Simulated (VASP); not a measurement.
Here is a VASP 6.6.1 calculation.

The input INCAR:

```
SYSTEM = ZnSe
ALGO = Normal
EDIFF = 1E-8
ENCUT = 520
GGA = PS
IBRION = 8
ISIF = 2
ISMEAR = 0
LASPH = .True.
LCHARG = .False.
LREAL = .False.
LWAVE = .False.
NELM = 60
NSW = 1
PREC = Accurate
SIGMA = 0.01
```

KPOINTS

```
k-points
0
Gamma
  8 8 8
  0 0 0
```

POSCAR

```
ZnSe
1.0
    2.8473901834      2.8473901834      0.0000000000
   -2.8473901834      2.8473901834      0.0000000000
    0.0000000000      2.8473901834      2.8473901834
Zn Se
1 1
Direct
    0.0000000000      0.0000000000      0.0000000000
    0.7500000000      0.2500000000      0.5000000000
```

Potentials or basis: VASP PAW PBE potentials, release 64 (Zn, Se).

Launch:

```sh
$ cat potpaw_PBE.64/Zn/POTCAR potpaw_PBE.64/Se/POTCAR > POTCAR
$ mpirun -np 1 vasp_std > vasp.out
```

Problem. What does it give for the highest phonon frequency at Γ, LO-TO splitting left out?

Solution. 200 cm⁻¹.

Phonon frequencies in cm⁻¹ (negative: imaginary):
```tsv
q point	frequencies
(0.000, 0.000, 0.000)	-1 -1 -1 200 200 200
```

Caveat: the cell wasn't relaxed at this level first, which shifts response properties.
